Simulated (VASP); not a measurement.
# W (R-3m) in VASP: a series of runs

The runs below take W through single point, with LDA.

All numbers are computed with VASP 6.6.1; they aren't measurements. Logs are shortened: lines on timing, memory, paths and dates and some standing lists are left out, and cuts for length are marked.

### Step 1. The cell of the first run

The structure is trigonal, space group R-3m (No. 166). The conventional cell has a = 4.191 Å, b = 4.191 Å, c = 2.852 Å, α = 90.00°, β = 90.00°, γ = 120.00°. Within 3.4 Å of W (site symmetry -3m) lie 14 W at 2.60 to 3.08 Å.

### Step 2. Single point, LDA

INCAR reads:

```
SYSTEM = W
ALGO = Fast
EDIFF = 1E-7
ENCUT = 520
GGA = CA
ISIF = 2
ISMEAR = 0
LASPH = .TRUE.
LCHARG = .FALSE.
LREAL = .FALSE.
LWAVE = .FALSE.
NBANDS = 13
NELM = 80
PREC = Accurate
SIGMA = 0.15
```

KPOINTS reads:

```
k-points
0
G
  20 20 20
  0 0 0
```

POSCAR reads:

```
W
1.0
   -1.4269510094      1.5367164717      1.5367164717
    1.5367164717     -1.4269510094      1.5367164717
    1.5367164717      1.5367164717     -1.4269510094
W
1
Direct
    0.0000000000      0.0000000000      0.0000000000
```

Potentials or basis: VASP PAW LDA potentials, release 64 (W_sv).

On the command line:

```
$ cat potpaw_LDA.64/W_sv/POTCAR > POTCAR
$ mpirun -np 1 vasp_std > vasp.out
```

OUTCAR:

```text
SYSTEM = W
   EDIFF = 1E-7
   ENCUT = 520
   GGA = CA
   ISIF = 2
   ISMEAR = 0
   LASPH = .TRUE.
   LREAL = .FALSE.
   NELM = 80
   PREC = Accurate

 ion  position               nearest neighbor table
   1  0.000  0.000  0.000-

  LATTYP: Found a trigonal (rhomboedric) cell.
 ALAT       =     2.5998431130
 COS(alpha) =    -0.2994652406

  Lattice vectors:

 A1 = (  -1.4269510094,   1.5367164717,   1.5367164717)
 A2 = (   1.5367164717,  -1.4269510094,   1.5367164717)
 A3 = (   1.5367164717,   1.5367164717,  -1.4269510094)

Analysis of symmetry for initial positions (statically):
=====================================================================
 Subroutine PRICEL returns:
 Original cell was already a primitive cell.

 Routine SETGRP: Setting up the symmetry group for a
 trigonal (rhombohedral) supercell.

 Subroutine GETGRP returns: Found 12 space group operations
 (whereof 12 operations were pure point group operations)
 out of a pool of 12 trial point group operations.

The static configuration has the point symmetry D_3d.

Analysis of symmetry for dynamics (positions and initial velocities):
=====================================================================
 Subroutine PRICEL returns:
 Original cell was already a primitive cell.

 Routine SETGRP: Setting up the symmetry group for a
 trigonal (rhombohedral) supercell.

 Subroutine GETGRP returns: Found 12 space group operations
 (whereof 12 operations were pure point group operations)
 out of a pool of 12 trial point group operations.

The dynamic configuration has the point symmetry D_3d.

 Subroutine INISYM returns: Found 12 space group operations
 (whereof 12 operations are pure point group operations),
 and found     1 'primitive' translations

----------------------------------------------------------------------------------------

                                     Primitive cell

  volume of cell :      14.4616

  direct lattice vectors                    reciprocal lattice vectors
    -1.426951009  1.536716472  1.536716472    -0.022494651  0.314925119  0.314925119
     1.536716472 -1.426951009  1.536716472     0.314925119 -0.022494651  0.314925119
     1.536716472  1.536716472 -1.426951009     0.314925119  0.314925119 -0.022494651

  length of vectors
     2.599843113  2.599843113  2.599843113     0.445939088  0.445939088  0.445939088

  position of ions in fractional coordinates (direct lattice)
     0.000000000  0.000000000  0.000000000

  ion indices of the primitive-cell ions
   primitive index   ion index
                 1           1

----------------------------------------------------------------------------------------

 KPOINTS: k-points

Automatic generation of k-mesh.
 Grid dimensions read from file:
 generate k-points for:   20   20   20

 Generating k-lattice:

  Cartesian coordinates                     Fractional coordinates (reciprocal lattice)
    -0.001124733  0.015746256  0.015746256     0.050000000  0.000000000  0.000000000
     0.015746256 -0.001124733  0.015746256     0.000000000  0.050000000  0.000000000
     0.015746256  0.015746256 -0.001124733     0.000000000  0.000000000  0.050000000

  Length of vectors
     0.022296954  0.022296954  0.022296954

  Shift w.r.t. Gamma in fractional coordinates (k-lattice)
     0.000000000  0.000000000  0.000000000

 Subroutine IBZKPT returns following result:
 ===========================================

 Found    781 irreducible k-points:

 Following reciprocal coordinates:
            Coordinates               Weight
  0.000000  0.000000  0.000000      1.000000
  0.050000  0.000000  0.000000      6.000000
  0.100000 -0.000000 -0.000000      6.000000
  0.150000  0.000000  0.000000      6.000000
  0.200000 -0.000000 -0.000000      6.000000
  0.250000  0.000000  0.000000      6.000000
[... 16 lines left out ...]
 -0.400000  0.050000  0.000000     12.000000
 -0.350000  0.050000  0.000000     12.000000
 [... further k-points ...]
   k-points           NKPTS =    781   k-points in BZ     NKDIM =    781   number of bands    NBANDS=     13
   number of dos      NEDOS =    301   number of ions     NIONS =      1
   total plane-waves  NPLWV =   8000
   dimension x,y,z NGX =    20 NGY =   20 NGZ =   20
   dimension x,y,z NGXF=    40 NGYF=   40 NGZF=   40
   ions per type =               1
   NGX,Y,Z   is equivalent  to a cutoff of  12.79, 12.79, 12.79 a.u.
   NGXF,Y,Z  is equivalent  to a cutoff of  25.58, 25.58, 25.58 a.u.
 SYSTEM =  W
   PREC   = accura    normal or accurate (medium, high low for compatibility)
   ISTART =      0    job   : 0-new  1-cont  2-samecut
   ICHARG =      2    charge: 1-file 2-atom 10-const
   ISPIN  =      1    spin polarized calculation?
   LNONCOLLINEAR =      F non collinear calculations
   LSORBIT =      F    spin-orbit coupling
   LASPH  =      T    aspherical Exc in radial PAW
   ENCUT  =  520.0 eV  38.22 Ry    6.18 a.u.   4.83  4.83  4.83*2*pi/ulx,y,z
   NELM   =     80;   NELMIN=  2; NELMDL= -5     # of ELM steps
   EDIFF  = 0.1E-06   stopping-criterion for ELM
   LREAL  =      F    real-space projection
   EDIFFG = 0.1E-05   stopping-criterion for IOM
   NSW    =      0    number of steps for IOM
   IBRION =     -1    ionic relax: 0-MD 1-quasi-New 2-CG
   NFREE  =      0    steps in history (QN), initial steepest desc. (CG)
   ISIF   =      2    stress and relaxation
   ISYM   =      2    0-nonsym 1-usesym 2-fastsym
   POTIM  = 0.5000    time-step for ionic-motion
   TEBEG  =    0.0;   TEEND  =   0.0 temperature during run
   PSTRESS=    0.0 pullay stress
   NELECT =      14.0000    total number of electrons
   NUPDOWN=      -1.0000    fix difference up-down
   EMIN   =  10.00;   EMAX   =-10.00  energy-range for DOS
   EFERMI =   0.00;   METHOD = LEGACY
   ISMEAR =     0;   SIGMA  =   0.15  broadening in eV -4-tet -1-fermi 0-gaus
   EFERMI_NEDOS =   21; number of points for ismear=-14 and -15
   IALGO  =     68    algorithm
   IMIX   =      4    mixing-type and parameters
     AMIX     =   0.40;   BMIX     =  1.00
     AMIX_MAG =   1.60;   BMIX_MAG =  1.00
  volume/ion in A,a.u.               =      14.46        97.59
  Fermi-wavevector in a.u.,A,eV,Ry     =   1.619492  3.060397 35.684749  2.622755
  Thomas-Fermi vector in A             =   2.713584
   LORBIT       =      0    0 simple, 1 ext, 2 COOP (PROOUT), +10 PAW based schemes
   GGA     = CA    functional components
   LHFCALC =     F    Hartree Fock is set to
   AEXX    =    0.0000 exact exchange contribution
   IVDW    =     0    specifies the selected vdW correction
   LEPSILON=     F    determine dielectric tensor
   LRPA    =     F    only Hartree local field effects (RPA)
 non-spin polarized calculation
 RMM-DIIS sequential band-by-band and
 Gauss-broadening in eV      SIGMA  =   0.15
  energy-cutoff  :      520.00
  volume of cell :       14.46
 maximum number of plane-waves:       403
   NGX =  9   NGY =  9   NGZ =  9

 number of electron      14.0000001 magnetization

 Free energy of the ion-electron system (eV)
  ---------------------------------------------------
  ext. energy  EPLUGINS =         0.00000000
  ---------------------------------------------------
  free energy    TOTEN  =       -13.91536785 eV

  energy without entropy =      -13.91061159  energy(sigma->0) =      -13.91298972

 E-fermi :  12.7961     XC(G=0): -14.3419

 val. band max:       12.7880617583   @ k =  -0.4500   0.4500   0.3000
 cond. band min:      12.8017501417   @ k =  -0.2000   0.2500   0.1000
 fundamental gap:      0.0136883834
 Fermi energy:        12.7960647285

 k-point     1 :       0.0000    0.0000    0.0000
  band No.  band energies     occupation
      1     -60.9561      2.00000
      2     -24.7803      2.00000
      3     -24.4682      2.00000
      4     -24.4682      2.00000
      5       2.6973      2.00000
      6      10.3979      2.00000
      7      10.3979      2.00000
      8      12.6444      1.84735
      9      15.4411      0.00000
     10      15.4411      0.00000
     11      26.9231      0.00000
     12      26.9231      0.00000
     13      28.9059      0.00000

 k-point     2 :       0.0500    0.0000    0.0000
  band No.  band energies     occupation
      1     -60.9517      2.00000
      2     -24.8048      2.00000
      3     -24.4995      2.00000
      4     -24.4688      2.00000
      5       2.8254      2.00000
      6      10.3463      2.00000
      7      10.4267      2.00000
      8      12.6852      1.70415
      9      15.3595      0.00000
     10      15.4333      0.00000
     11      27.0664      0.00000
     12      27.2359      0.00000
     13      29.0592      0.00000

 k-point     3 :       0.1000   -0.0000   -0.0000
  band No.  band energies     occupation
      1     -60.9389      2.00000
      2     -24.8889      2.00000
      3     -24.5754      2.00000
      4     -24.4703      2.00000
      5       3.1953      2.00000
      6      10.1970      2.00000
      7      10.4727      2.00000
      8      12.8413      0.67006
      9      15.1866      0.00000
     10      15.4229      0.00000
     11      27.4531      0.00000
     12      28.0731      0.00000
     13      29.5081      0.00000
[... 305 lines left out ...]
 k-point    23 :      -0.4000    0.0500    0.0000
  band No.  band energies     occupation
      1     -60.7950      2.00000
      2     -26.1605      2.00000
      3     -24.9221      2.00000
      4     -24.5024      2.00000
      5       6.0077      2.00000
      6       8.7543      2.00000
      7      11.4361      2.00000
      8      15.5425      0.00000
      9      16.2288      0.00000
     10      17.7358      0.00000
     11      26.1708      0.00000
     12      26.6979      0.00000
     13      33.6296      0.00000

 k-point    24 :      -0.3500    0.0500    0.0000
  band No.  band energies     occupation
      1     -60.8167      2.00000
      2     -25.9691      2.00000
      3     -24.8775      2.00000
      4     -24.4980      2.00000
      5       5.8944      2.00000
      6       8.9912      2.00000
      7      10.7042      2.00000
      8      15.3177      0.00000
      9      15.9794      0.00000
     10      16.5922      0.00000
     11      27.0866      0.00000
     12      27.9118      0.00000
     13      33.5043      0.00000

 [... further k-points ...]

------------------------ aborting loop because EDIFF is reached ----------------------------------------

  FORCE on cell =-STRESS in cart. coord.  units (eV):
  Direction    XX          YY          ZZ          XY          YZ          ZX
  --------------------------------------------------------------------------------------
  -------------------------------------------------------------------------------------
  Total        2.6852929      2.6852929      2.6852929     -0.9980925     -0.9980925     -0.9980925
  in kB      297.4995622    297.4995622    297.4995622   -110.5771690   -110.5771690   -110.5771690
  external PRESSURE =     297.4995622 kB  Pullay stress =       0.0000000 kB

 VOLUME and BASIS-vectors are now :
 -----------------------------------------------------------------------------
  energy-cutoff  :      520.00
  volume of cell :       14.46
      direct lattice vectors                 reciprocal lattice vectors
    -1.426951009  1.536716472  1.536716472    -0.022494651  0.314925119  0.314925119
     1.536716472 -1.426951009  1.536716472     0.314925119 -0.022494651  0.314925119
     1.536716472  1.536716472 -1.426951009     0.314925119  0.314925119 -0.022494651

 POSITION                                       TOTAL-FORCE (eV/Angst)
 -----------------------------------------------------------------------------------
      0.00000      0.00000      0.00000         0.000000      0.000000     -0.000000
 -----------------------------------------------------------------------------------
    total drift:                                0.000000     -0.000000      0.000000

  FREE ENERGIE OF THE ION-ELECTRON SYSTEM (eV)
  ---------------------------------------------------
  free  energy   TOTEN  =       -13.9153678542 eV

  energy  without entropy=      -13.9106115867  energy(sigma->0) =      -13.91298972
```

Run time: 1.9 min. Hardware: 1 thread of Intel Xeon Platinum 8559C (Emerald Rapids), shared host; peak memory 0.23 GiB.

What came out:

| Property | Result |
| --- | --- |
| Free energy | -13.9154 eV |
| Pressure | 29.7 GPa |
| Band gap on the k mesh | zero (bands 7 and 8 overlap by 4.88 eV) |

Stress tensor (GPa, compression positive):
```
 29.75 -11.06 -11.06
-11.06  29.75 -11.06
-11.06 -11.06  29.75
```

Levels at points of the mesh, in eV from the Fermi level:
| k point | band 3 | band 4 | band 5 | band 6 | band 7 | band 8 | band 9 | band 10 | band 11 | band 12 |
| --- | --- | --- | --- | --- | --- | --- | --- | --- | --- | --- |
| (0.00, 0.00, 0.00) | -37.26 | -37.26 | -10.10 | -2.40 | -2.40 | -0.15 | 2.65 | 2.65 | 14.13 | 14.13 |
| (0.50, 0.00, 0.00) | -37.76 | -37.29 | -6.95 | -4.34 | 0.57 | 2.85 | 3.83 | 5.95 | 12.10 | 12.37 |
| (0.50, 0.50, 0.00) | -38.17 | -37.38 | -6.98 | -4.10 | 1.79 | 2.04 | 2.76 | 7.49 | 11.00 | 13.59 |
| (0.50, 0.50, 0.50) | -38.77 | -38.35 | -6.72 | -6.72 | 3.73 | 6.68 | 6.68 | 8.08 | 9.73 | 9.73 |

Caveat: the cell stands under pressure; spin-orbit coupling is left out, which moves the levels of the heavy elements.

### Step 3. Single point, LDA

This run uses another cell than the first one, of the same volume but with other edges.

INCAR reads:

```
  ALGO = Fast
  EDIFF = 1E-7
  ENCUT = 520
  GGA = CA
  ISIF = 2
  ISMEAR = 0
  LASPH = True
  LCHARG = False
  LREAL = False
  LWAVE = False
  NBANDS = 13
  NELM = 100
  PREC = Accurate
  SIGMA = 0.15
```

KPOINTS reads:

```
k-points
0
Gamma
  20 20 20
```

POSCAR reads:

```
W
1.0
   -1.6464819339      1.5367164717      1.5367164717
    1.5367164717     -1.6464819339      1.5367164717
    1.5367164717      1.5367164717     -1.6464819339
W
1
Direct
    0.0000000000      0.0000000000      0.0000000000
```

Potentials or basis: VASP PAW LDA potentials, release 64 (W_sv).

On the command line:

```
$ cat potpaw_LDA.64/W_sv/POTCAR > POTCAR
$ mpirun -np 1 vasp_std > vasp.out
```

Wall time 1.9 min (1 thread of Intel Xeon Platinum 8559C (Emerald Rapids), shared host); peak memory 0.24 GiB.

Results (log left out):

```
Free energy            : -13.8611 eV
Pressure               : 31.0 GPa
Band gap on the k mesh : zero (bands 7 and 8 overlap by 6.19 eV)
```

Stress tensor (GPa, compression positive):
```
31.03 18.50 18.50
18.50 31.03 18.50
18.50 18.50 31.03
```

Levels at points of the mesh, in eV from the Fermi level:
```tsv
k point	band 3	band 4	band 5	band 6	band 7	band 8	band 9	band 10	band 11	band 12
(0.00, 0.00, 0.00)	-37.55	-37.03	-10.11	-2.96	-1.18	-1.18	2.79	2.79	13.32	15.47
(0.50, 0.00, 0.00)	-38.05	-37.48	-6.96	-3.99	1.80	1.82	2.52	6.99	11.18	14.37
(0.50, 0.50, 0.00)	-37.92	-37.13	-7.02	-4.54	0.50	3.12	4.08	6.36	11.38	12.06
(0.50, 0.50, 0.50)	-38.40	-38.40	-6.76	-6.76	4.83	4.83	7.27	8.56	8.56	10.42
```

Caveat: the cell stands under pressure; spin-orbit coupling is left out, which moves the levels of the heavy elements.
